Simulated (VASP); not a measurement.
# Zr (Fm-3m) in VASP: further runs, part 2 of 2

VASP 6.6.1. The steps go on from the part before.

### 5 Single point, revPBE

This run uses another cell than the first one, of 23.64 Å³/atom, 1.136 times its volume.

INCAR reads:

```
SYSTEM = Zr
ALGO = Normal
EDIFF = 1E-7
ENCUT = 520
GGA = RE
ISIF = 2
ISMEAR = -1
LASPH = .True.
LCHARG = .False.
LREAL = .False.
LWAVE = .False.
NBANDS = 12
NELM = 80
PREC = Accurate
SIGMA = 0.1
```

KPOINTS reads:

```
k-points
0
Gamma
  13 13 13
  0 0 0
```

POSCAR reads:

```
Zr
1.0
    0.0000000000      2.2779974293      2.2779974293
    2.2779974293      0.0000000000      2.2779974293
    2.2779974293      2.2779974293      0.0000000000
Zr
1
Direct
    0.0000000000      0.0000000000      0.0000000000
```

Potentials or basis: VASP PAW PBE potentials, release 64 (Zr_sv).

Launch:

```bash
$ cat potpaw_PBE.64/Zr_sv/POTCAR > POTCAR
$ mpirun -np 1 vasp_std > vasp.out
```

OUTCAR:

```text
SYSTEM = Zr
   EDIFF = 1E-7
   ENCUT = 520
   GGA = RE
   ISIF = 2
   ISMEAR = -1
   LASPH = .True.
   LREAL = .False.
   NELM = 80
   PREC = Accurate

 ion  position               nearest neighbor table
   1  0.000  0.000  0.000-

  LATTYP: Found a face centered cubic cell.
 ALAT       =     4.5559948586

  Lattice vectors:

 A1 = (   0.0000000000,   2.2779974293,   2.2779974293)
 A2 = (   2.2779974293,   0.0000000000,   2.2779974293)
 A3 = (   2.2779974293,   2.2779974293,   0.0000000000)

Analysis of symmetry for initial positions (statically):
=====================================================================
 Subroutine PRICEL returns:
 Original cell was already a primitive cell.

 Routine SETGRP: Setting up the symmetry group for a
 face centered cubic supercell.

 Subroutine GETGRP returns: Found 48 space group operations
 (whereof 48 operations were pure point group operations)
 out of a pool of 48 trial point group operations.

The static configuration has the point symmetry O_h .

Analysis of symmetry for dynamics (positions and initial velocities):
=====================================================================
 Subroutine PRICEL returns:
[... 159 lines left out ...]
 Fermi energy:         8.7738003285

 k-point     1 :       0.0000    0.0000    0.0000
  band No.  band energies     occupation
      1     -39.9803      2.00000
      2     -17.5188      2.00000
      3     -17.5188      2.00000
      4     -17.5188      2.00000
      5       3.2598      2.00000
      6       9.7591      0.00011
      7       9.7591      0.00011
      8       9.7591      0.00011
      9      12.1241      0.00000
     10      12.1241      0.00000
     11      19.2224      0.00000
     12      23.3570      0.00000
[... 331 lines left out ...]
 k-point    24 :       0.4615    0.1538    0.0000
  band No.  band energies     occupation
      1     -39.8460      2.00000
      2     -18.3135      2.00000
      3     -17.7388      2.00000
      4     -17.6843      2.00000
      5       6.3827      2.00000
      6       8.4351      1.93462
      7       9.3016      0.01016
      8      10.2992      0.00000
      9      13.9178      0.00000
     10      13.9217      0.00000
     11      18.2917      0.00000
     12      20.7371      0.00000

 [... further k-points ...]
[... 5 lines left out ...]
  --------------------------------------------------------------------------------------
  -------------------------------------------------------------------------------------
  Total        0.0222171      0.0222171      0.0222171      0.0000000      0.0000000      0.0000000
  in kB        1.5055981      1.5055981      1.5055981      0.0000000      0.0000000      0.0000000
  external PRESSURE =       1.5055981 kB  Pullay stress =       0.0000000 kB

 VOLUME and BASIS-vectors are now :
 -----------------------------------------------------------------------------
  energy-cutoff  :      520.00
  volume of cell :       23.64
      direct lattice vectors                 reciprocal lattice vectors
     0.000000000  2.277997429  2.277997429    -0.219491029  0.219491029  0.219491029
     2.277997429  0.000000000  2.277997429     0.219491029 -0.219491029  0.219491029
     2.277997429  2.277997429  0.000000000     0.219491029  0.219491029 -0.219491029

 POSITION                                       TOTAL-FORCE (eV/Angst)
 -----------------------------------------------------------------------------------
      0.00000      0.00000      0.00000         0.000000      0.000000      0.000000
 -----------------------------------------------------------------------------------
    total drift:                               -0.000000     -0.000000      0.000000

  FREE ENERGIE OF THE ION-ELECTRON SYSTEM (eV)
  ---------------------------------------------------
  free  energy   TOTEN  =        -8.1648938922 eV

  energy  without entropy=       -8.1126045182  energy(sigma->0) =       -8.13874921
```

OSZICAR:

```text
N       E                     dE             d eps       ncg     rms          rms(c)
DAV:   1     0.853181457031E+02    0.85318E+02   -0.68244E+03  2040   0.982E+02
DAV:   2    -0.551219005767E+01   -0.90830E+02   -0.88140E+02  2340   0.266E+02
DAV:   3    -0.841985167496E+01   -0.29077E+01   -0.28669E+01  3012   0.401E+01
DAV:   4    -0.849304712303E+01   -0.73195E-01   -0.73167E-01  2320   0.615E+00
DAV:   5    -0.849421800221E+01   -0.11709E-02   -0.11709E-02  2976   0.607E-01    0.960E+00
DAV:   6    -0.821242746438E+01    0.28179E+00   -0.37992E-01  2192   0.576E+00    0.375E+00
DAV:   7    -0.816105384479E+01    0.51374E-01   -0.20864E-01  2356   0.409E+00    0.727E-01
DAV:   8    -0.816490269855E+01   -0.38489E-02   -0.13199E-02  2392   0.131E+00    0.103E-01
DAV:   9    -0.816490421822E+01   -0.15197E-05   -0.52831E-04  2600   0.201E-01    0.253E-02
DAV:  10    -0.816489957435E+01    0.46439E-05   -0.20083E-05  2392   0.439E-02    0.834E-03
DAV:  11    -0.816489413461E+01    0.54397E-05   -0.27858E-06  2972   0.128E-02    0.208E-03
DAV:  12    -0.816489390945E+01    0.22516E-06   -0.32024E-08  1716   0.177E-03    0.871E-04
DAV:  13    -0.816489389219E+01    0.17260E-07   -0.89753E-09  1272   0.125E-03
   1 F= -.81648939E+01 E0= -.81387492E+01  d E =-.522894E-01
```

It took 46 s on 1 thread of AMD EPYC 7R13, shared host; peak memory 0.12 GiB.

What came out:

```
Free energy            : -8.1649 eV
Pressure               : 0.2 GPa
Band gap on the k mesh : zero (band 6 reaches 9.76 eV, above the bottom of band 7 at 8.22 eV)
```

Levels at points of the mesh, in eV from the Fermi level:
```tsv
k point	band 3	band 4	band 5	band 6	band 7	band 8	band 9	band 10
(0.00, 0.00, 0.00)	-26.29	-26.29	-5.51	0.99	0.99	0.99	3.35	3.35
```

Caveat: the PAW data sets were made with another functional, which shifts forces and pressure a little.

### 6 The runs side by side

| cell | gap on the mesh (eV) | pressure (GPa) |
| --- | --- | --- |
| a = 3.087 Å, angles 60.0°, 1 atom | none | 13.7 |
| a = 3.133 Å, angles 60.0°, 1 atom | none | 8.4 |
| a = 3.178 Å, angles 60.0°, 1 atom | none | 3.9 |
| a = 3.222 Å, angles 60.0°, 1 atom | none | 0.2 |

Alike in all rows: task single point; level revPBE; potentials or basis VASP PAW PBE potentials, release 64 (Zr_sv); no spin polarisation; k mesh 13 × 13 × 13; cutoff (eV) 520; smearing fermi-dirac 0.1 eV.

Caveats: the PAW data sets were made with another functional, which shifts forces and pressure a little.

Total energies depend on the potentials used, so only differences within one code and one set of settings carry meaning.
